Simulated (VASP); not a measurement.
## Al2Ru: relaxation of cell and atoms with LDA

Al2Ru:

```
Al Ru
1.0
    -1.56042    1.56042    4.22181
     1.56042   -1.56042    4.22181
     1.56042    1.56042   -4.22181
Al Ru
2 1
Direct
  0.65920 0.65920 0.00000
  0.34080 0.34080 0.00000
  0.00000 0.00000 0.00000
```

- Program: VASP 6.6.1
- Task: relaxation of cell and atoms
- Functional: LDA
- Potentials or basis: VASP PAW LDA potentials, release 64 (Al, Ru_pv)
- Cutoff: 600 eV
- k mesh: 18 × 18 × 18
- Occupations: gaussian, width 0.1 eV
- Spin: no spin polarisation
- Dipole correction: no
- Further INCAR settings: ALGO = Normal; EDIFF = 1e-06; IBRION = 2; EDIFFG = -0.005; NSW = 100; ISIF = 3

```yaml
Relaxed_volume: 13.39 Å³/atom
Relaxed_cell: a = 4.719 Å, b = 4.719 Å, c = 4.719 Å, α = 141.63°, β = 141.63°, γ = 55.38°
Space_group_after_relaxing_to_0.05_Å: I4/mmm (No. 139)
Energy_gained_by_relaxing: 4.4 meV/atom
Ionic_steps: 8
Pressure_after_relaxing: 0.0 GPa
Band_gap_on_the_k_mesh: zero (band 10 reaches 10.92 eV, above the bottom of band 11 at 10.71 eV)
```

The path:
```
step  energy change (eV)  largest force (eV/Å)  pressure (GPa)  volume (Å³)
   1              0.0000                0.1237           -4.24        41.12
   2              0.0108                0.2329            6.36        39.00
   3             -0.0131                0.0206           -0.05        40.20
   4             -0.0131                0.0232            0.04        40.18
   5             -0.0132                0.0130            0.06        40.17
   6             -0.0132                0.0020            0.06        40.17
   7             -0.0132                0.0031           -0.12        40.20
   8             -0.0132                0.0005           -0.03        40.18
```

Final structure:
```
CELL_PARAMETERS angstrom
-1.55059 1.55059 4.17822
1.55059 -1.55059 4.17822
1.55059 1.55059 -4.17822
ATOMIC_POSITIONS crystal
Al 0.65914 0.65914 0.00000
Al 0.34086 0.34086 0.00000
Ru 0.00000 0.00000 0.00000
```

Levels at points of the mesh, in eV from the Fermi level:
```
           k point  band 7  band 8  band 9  band 10  band 11  band 12  band 13  band 14
(0.00, 0.00, 0.00)   -2.06   -2.06   -1.94    -1.00     2.50     4.69     6.14     6.14
(0.50, 0.00, 0.00)   -3.02   -2.76   -2.65    -1.48     0.58     3.16     5.18     7.00
(0.50, 0.50, 0.00)   -3.51   -3.18   -1.30    -0.33     0.25     1.87     2.08     4.84
(0.50, 0.50, 0.50)   -2.71   -1.61   -1.61    -0.97     3.14     3.14     6.39     6.59
```

Run time: 31 min on 1 thread of Intel(R) Xeon(R) Platinum 8259CL CPU @ 2.50GHz (Skylake/Cascade Lake) (shared host), peak memory 0.49 GiB.
